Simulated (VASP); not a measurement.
Write the native input for VASP 6.6.1 that does the following.

```yaml
Task: single point
Functional: PBE
Dispersion: D3(BJ)
Potentials_or_basis: VASP PAW PBE potentials, release 64 (Si)
Cutoff: 520 eV
k_mesh: 24 × 24 × 14
Occupations: gaussian, width 0.15 eV
Spin: no spin polarisation
Dipole_correction: no
Further_INCAR_settings: ALGO = Normal; EDIFF = 1e-06; NBANDS = 11
```

The structure of Si lies in POSCAR:

```
Si
1.0
    2.6369973380      0.0000000000     -0.1318498669
   -1.3184986690      2.2837066844      0.0659249334
   -0.2254495743      0.0000000000      4.5089914857
Si
2
Direct
    0.3333333333      0.6666666667      0.2500000000
    0.6666666667      0.3333333333      0.7500000000
```

This cell differs from its parent crystal: strain -0.1000 x Voigt [0, 0, 0, 0, 1, 0].

These files were run (other wordings do the same):

INCAR

```
SYSTEM = Si
PREC = Accurate
ENCUT = 520
EDIFF = 1E-6
ISMEAR = 0
SIGMA = 0.15
LREAL = .FALSE.
LASPH = .TRUE.
NELM = 80
ALGO = Normal
ISIF = 2
LWAVE = .FALSE.
LCHARG = .TRUE.
GGA = PE
IVDW = 12
LELF = .TRUE.
LVHAR = .TRUE.
NBANDS = 11
```

KPOINTS

```
regular mesh
0
G
  24 24 14
  0 0 0
```

Potentials or basis: VASP PAW PBE potentials, release 64 (Si).

Run with:

```console
$ cat potpaw_PBE.64/Si/POTCAR > POTCAR
$ mpirun -np 1 vasp_std > vasp.out
```

Results of the run:

- Pressure: 0.7 GPa
- Largest force: 0.039 eV/Å
- Band gap on the k mesh: zero (bands 4 and 5 overlap by 13.45 eV)
- Dispersion energy per atom: -0.459 eV

Caveat: the cell differs from its parent crystal (strain -0.1000 x Voigt [0, 0, 0, 0, 1, 0]).

Wall time 2.4 min on 1 thread of Intel(R) Xeon(R) 6975P-C (Granite Rapids), on a shared host, peak memory 0.56 GiB.
